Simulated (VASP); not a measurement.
# LiH (Fm-3m) in VASP: dielectric tensor with LDA

Aim: the dielectric tensor of LiH with LDA.

All numbers are computed with VASP 6.6.1; they aren't measurements. Logs are shortened: lines on timing, memory, paths and dates and some standing lists are left out, and cuts for length are marked.

## (1) The cell of the first run

It takes space group Fm-3m (No. 225, cubic). The conventional cell has a = 4.074 Å, b = 4.074 Å, c = 4.074 Å, α = 90.00°, β = 90.00°, γ = 90.00°. Within 2.7 Å of Li (site symmetry m-3m) lie 6 H at 2.04 Å. H (site symmetry m-3m) has 6 Li at 2.04 Å within 2.7 Å.

## (2) Dielectric tensor, LDA

The input, INCAR:

```
SYSTEM = LiH
PREC = Accurate ; ENCUT = 650
EDIFF = 1E-8 ; ISMEAR = 0
SIGMA = 0.01 ; LREAL = .FALSE.
LASPH = .TRUE. ; NELM = 120
ALGO = Normal ; ISIF = 2
LWAVE = .FALSE. ; LCHARG = .FALSE.
GGA = CA ; LEPSILON = .TRUE.
GGA_COMPAT = .FALSE.
```

The input, KPOINTS:

```
Automatic mesh
0
G
  7 7 7
  0 0 0
```

The input, POSCAR:

```
LiH
1.0
    0.0000000000      2.0367500000      2.0367500000
    2.0367500000      0.0000000000      2.0367500000
    2.0367500000      2.0367500000      0.0000000000
Li H
1 1
Direct
    0.0000000000      0.0000000000      0.0000000000
    0.5000000000      0.5000000000      0.5000000000
```

Potentials or basis: VASP PAW LDA potentials, release 64 (Li_sv, H).

Command:

```bash
$ cat potpaw_LDA.64/Li_sv/POTCAR potpaw_LDA.64/H/POTCAR > POTCAR
$ mpirun -np 1 vasp_std > vasp.out
```

OUTCAR:

```text
SYSTEM = LiH
   PREC = Accurate
   ENCUT = 650
   EDIFF = 1E-8
   ISMEAR = 0
   LREAL = .FALSE.
   LASPH = .TRUE.
   NELM = 120
   ISIF = 2
   GGA = CA
   LEPSILON = .TRUE.

 ion  position               nearest neighbor table
   1  0.000  0.000  0.000-
   2  0.500  0.500  0.500-

  LATTYP: Found a face centered cubic cell.
 ALAT       =     4.0735000000

  Lattice vectors:

 A1 = (   0.0000000000,   2.0367500000,   2.0367500000)
 A2 = (   2.0367500000,   0.0000000000,   2.0367500000)
 A3 = (   2.0367500000,   2.0367500000,   0.0000000000)

Analysis of symmetry for initial positions (statically):
=====================================================================
 Subroutine PRICEL returns:
 Original cell was already a primitive cell.

 Routine SETGRP: Setting up the symmetry group for a
 face centered cubic supercell.

 Subroutine GETGRP returns: Found 48 space group operations
 (whereof 48 operations were pure point group operations)
 out of a pool of 48 trial point group operations.

The static configuration has the point symmetry O_h .

Analysis of symmetry for dynamics (positions and initial velocities):
=====================================================================
 Subroutine PRICEL returns:
 Original cell was already a primitive cell.

 Routine SETGRP: Setting up the symmetry group for a
 face centered cubic supercell.

 Subroutine GETGRP returns: Found 48 space group operations
 (whereof 48 operations were pure point group operations)
 out of a pool of 48 trial point group operations.

The dynamic configuration has the point symmetry O_h .

 Subroutine INISYM returns: Found 48 space group operations
 (whereof 48 operations are pure point group operations),
 and found     1 'primitive' translations

----------------------------------------------------------------------------------------

                                     Primitive cell

  volume of cell :      16.8983

  direct lattice vectors                    reciprocal lattice vectors
[... 325 lines left out ...]
     2.036750000  0.000000000  2.036750000     0.245489137 -0.245489137  0.245489137
     2.036750000  2.036750000  0.000000000     0.245489137  0.245489137 -0.245489137

 POSITION                                       TOTAL-FORCE (eV/Angst)
 -----------------------------------------------------------------------------------
      0.00000      0.00000      0.00000         0.000000      0.000000      0.000000
      2.03675      2.03675      2.03675        -0.000000      0.000000     -0.000000
 -----------------------------------------------------------------------------------
    total drift:                                0.000000     -0.000000     -0.000000

  FREE ENERGIE OF THE ION-ELECTRON SYSTEM (eV)
  ---------------------------------------------------
  free  energy   TOTEN  =        -6.4688626895 eV

  energy  without entropy=       -6.4688626895  energy(sigma->0) =       -6.46886269

 HEAD OF MICROSCOPIC STATIC DIELECTRIC TENSOR (INDEPENDENT PARTICLE, excluding Hartree and local field effects)
 ------------------------------------------------------
           4.983113    -0.000000     0.000000
          -0.000000     4.983113    -0.000000
           0.000000     0.000000     4.983113
 ------------------------------------------------------

 Free energy of the ion-electron system (eV)
  ---------------------------------------------------
  ---------------------------------------------------
  free energy    TOTEN  =        -0.19708289 eV

  energy without entropy =       -0.19708289

------------------------ aborting loop because EDIFF is reached ----------------------------------------

--------------------------------------- Ionic step        2  -------------------------------------------

------------------------ aborting loop because EDIFF is reached ----------------------------------------

--------------------------------------- Ionic step        3  -------------------------------------------

 Free energy of the ion-electron system (eV)
  ---------------------------------------------------
  ---------------------------------------------------
  free energy    TOTEN  =        -0.19708278 eV

  energy without entropy =       -0.19708278

------------------------ aborting loop because EDIFF is reached ----------------------------------------

 PIEZOELECTRIC TENSOR FIELD DIRECTION 3  (e Angst)
 -----------------------------------------------------------------------------
     0.00045  0.00000 -0.00000           (  0.00001  0.00000 -0.00000)
     0.00000  0.00045  0.00000           (  0.00000  0.00001  0.00000)
    -0.00000  0.00000 -0.00016           ( -0.00000  0.00000  0.00001)

 PIEZOELECTRIC TENSOR FIELD DIRECTION 3  (C/m^2)
 -----------------------------------------------------------------------------
     0.00042  0.00000 -0.00000
     0.00000  0.00042  0.00000
    -0.00000  0.00000 -0.00016

 MACROSCOPIC STATIC DIELECTRIC TENSOR (including local field effects in DFT)
 ------------------------------------------------------
           4.844807     0.000000    -0.000000
           0.000000     4.844807    -0.000000
           0.000000     0.000000     4.844807
 ------------------------------------------------------

 PIEZOELECTRIC TENSOR (including local field effects)  for field in x, y, z        (e  Angst)
          XX          YY          ZZ          XY          YZ          ZX
  --------------------------------------------------------------------------------
  x     0.00000     0.00000     0.00000     0.00000     0.00000     0.00000
  y     0.00000     0.00000     0.00000     0.00000     0.00000     0.00000
  z     0.00000     0.00000     0.00000     0.00000     0.00000     0.00000

 PIEZOELECTRIC TENSOR (including local field effects)  for field in x, y, z        (C/m^2)
          XX          YY          ZZ          XY          YZ          ZX
  --------------------------------------------------------------------------------
  x     0.00000     0.00000     0.00000     0.00000     0.00000     0.00000
  y     0.00000     0.00000     0.00000     0.00000     0.00000     0.00000
  z     0.00000     0.00000     0.00000     0.00000     0.00000     0.00000

 BORN EFFECTIVE CHARGES (including local field effects) (in |e|, cummulative output)
 ---------------------------------------------------------------------------------
 ion    1
    1     1.04510     0.00000     0.00000
    2     0.00000     1.04510     0.00000
    3     0.00000     0.00000     1.04510
 ion    2
    1    -1.04510    -0.00000    -0.00000
    2    -0.00000    -1.04510    -0.00000
    3     0.00000    -0.00000    -1.04510
```

OSZICAR:

```text
N       E                     dE             d eps       ncg     rms          rms(c)
DAV:   1    -0.297595178133E+00   -0.29760E+00   -0.16450E+03   240   0.679E+02
DAV:   2    -0.660320676065E+01   -0.63056E+01   -0.63056E+01   354   0.771E+01
[... 11 lines left out ...]
RMM:   3    -0.183267923586E+00   -0.11100E-02   -0.42909E-03   998   0.484E-01    0.309E-01
RMM:   4    -0.195877549260E+00   -0.12610E-01   -0.25097E-03   936   0.374E-01    0.206E-02
RMM:   5    -0.197243774161E+00   -0.13662E-02   -0.41151E-04  1053   0.114E-01    0.917E-03
RMM:   6    -0.197148722724E+00    0.95051E-04   -0.73747E-05  1040   0.259E-02    0.188E-03
RMM:   7    -0.197089007267E+00    0.59715E-04   -0.67814E-05  1085   0.737E-03    0.368E-04
RMM:   8    -0.197085047507E+00    0.39598E-05   -0.17404E-05  1103   0.220E-03    0.669E-05
RMM:   9    -0.197083272718E+00    0.17748E-05   -0.39591E-05  1088   0.774E-04    0.220E-05
RMM:  10    -0.197082777652E+00    0.49507E-06   -0.16235E-05   921   0.253E-04    0.237E-06
```

stdout:

```text
POSCAR found type information on POSCAR LiH
 POSCAR found :  2 types and       2 ions
 scaLAPACK will be used
 LDA part: xc-table for (Slater(with rela. corr.)+CA(PZ))
 , standard interpolation
 POSCAR, INCAR and KPOINTS ok, starting setup
 FFT: planning ... GRIDC
 FFT: planning ... GRID_SOFT
 FFT: planning ... GRID
 WAVECAR not read
 entering main loop
 Linear response reoptimize wavefunctions to high precision
 Linear response G [H, r] |phi>, progress :
  Direction:   1
 Linear response G [H, r] |phi>, progress :
  Direction:   2
 Linear response G [H, r] |phi>, progress :
  Direction:   3
 Linear response to external field (no local field effect), progress :
  Direction:   1
 dielectric tensor                  component  1 :     3.298    -1.260    -1.117
 Linear response to external field (no local field effect), progress :
  Direction:   2
 dielectric tensor                  component  2 :    -1.260     2.510     1.375
 Linear response to external field (no local field effect), progress :
  Direction:   3
 dielectric tensor                  component  3 :    -1.117     1.375     9.142
 Linear response to external field, progress :
  Direction:   1
 dielectric tensor                  component  1 :     4.845    -0.814    -0.374
 Linear response to external field, progress :
  Direction:   2
 dielectric tensor                  component  2 :    -0.342     4.845     0.205
 Linear response to external field, progress :
  Direction:   3
 dielectric tensor                  component  3 :     0.109    -0.245     4.845
 Born effective charges drift removed
```

Run time: 54 s. Hardware: 1 thread of Intel Xeon 8259CL, shared host; peak memory 0.13 GiB.

What came out:

| Quantity | Value |
| --- | --- |
| Band gap on the k mesh | 3.14 eV, direct |
| Electronic dielectric tensor (diagonal) | 4.84 |
| Born charges (mean of the diagonal) | Li +1.05; H -1.05 e |

Levels at points of the mesh, in eV from the valence-band top:
```tsv
k point	band 1	band 2	band 3	band 4	band 5
(0.00, 0.00, 0.00)	-43.38	-5.25	15.63	17.06	17.06
```

Electronic dielectric tensor:
```
4.84 0.00 0.00
0.00 4.84 0.00
0.00 0.00 4.84
```

Born effective charge tensors (e):
atom 1, Li
```
1.05 0.00 0.00
0.00 1.05 0.00
0.00 0.00 1.05
```
atom 2, H
```
-1.05  0.00  0.00
 0.00 -1.05  0.00
 0.00  0.00 -1.05
```
